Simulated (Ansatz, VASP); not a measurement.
**SnO in VASP and in Ansatz**

The input POSCAR:

```
SnO
1.0
    3.2648393413      0.0000000000      0.0000000000
   -1.6324196706      2.8274338088      0.0000000000
    0.0000000000      0.0000000000      9.1232693951
Sn O
2 2
Direct
    0.3333333333      0.6666666667     -0.0066374703
    0.6666666667      0.3333333333      0.4933625297
    0.3333333333      0.6666666667      0.3816374703
    0.6666666667      0.3333333333      0.8816374703
```

INCAR.step1

```
SYSTEM = SnO
PREC = Accurate ; ENCUT = 520
ISMEAR = 0 ; SIGMA = 0.01
LREAL = .False. ; LASPH = .True.
NELM = 80 ; NBANDS = 28
GGA = PE ; ALGO = Normal
EDIFF = 1E-4 ; LWAVE = .True.
LCHARG = .False.
```

INCAR.step2

```
SYSTEM = SnO
PREC = Accurate ; ENCUT = 520
EDIFF = 1E-6 ; ISMEAR = 0
SIGMA = 0.01 ; LREAL = .False.
LASPH = .True. ; NELM = 80
ALGO = Normal ; ISIF = 2
LWAVE = .False. ; LCHARG = .True.
METAGGA = R2SCAN ; LMIXTAU = .True.
LELF = .True. ; LVHAR = .True.
NBANDS = 28 ; ISTART = 1
```

Contents of KPOINTS:

```
regular mesh
0
Gamma
  9 9 2
  0 0 0
```

Input for Ansatz:

```yaml
crystal:
  lattice:
    - [3.2648393413, 0.0, 0.0]
    - [-1.6324196706, 2.8274338088, 0.0]
    - [0.0, 0.0, 9.1232693951]
  atoms:
    - { symbol: Sn, position: [0.3333333333, 0.6666666667, -0.0066374703] }
    - { symbol: Sn, position: [0.6666666667, 0.3333333333, 0.4933625297] }
    - { symbol: O, position: [0.3333333333, 0.6666666667, 0.3816374703] }
    - { symbol: O, position: [0.6666666667, 0.3333333333, 0.8816374703] }
kpoints:
  mp_grid: { grid: [9, 9, 2] }
hamiltonian:
  xc: r2scan
scf:
  occupations: { method: fixed }
  n_extra_bands: 5
output:
  forces: true
  stress: true
  eigenvalues: true
```

Alike in both runs: task single point; functional r2SCAN; k mesh 9 × 9 × 2; no spin polarisation.

```csv
,VASP,Ansatz
version,VASP 6.6.1,Ansatz 0.2.0
potentials or method,"VASP PAW PBE potentials, release 64 (Sn_d, O)","plane waves, PAW"
plane-wave cutoff (eV),520,500
occupations,"gaussian, width 0.01 eV",fixed
valence electrons in the cell,40,40
```

```csv
,VASP,Ansatz,Ansatz less VASP
gap on the k mesh at the Fermi level (eV),1.60,1.63,+0.033
pressure (GPa),2.7,2.2,-0.49
"traceless stress, the component that is largest in VASP (GPa)",-0.85,-0.65,+0.202
rms of the force components (eV/Å),0.253,0.187,-0.0659
```

VASP's potentials were made for PBE, not for r2SCAN. Atom by atom the forces differ by 0.066 eV/Å (rms over components).
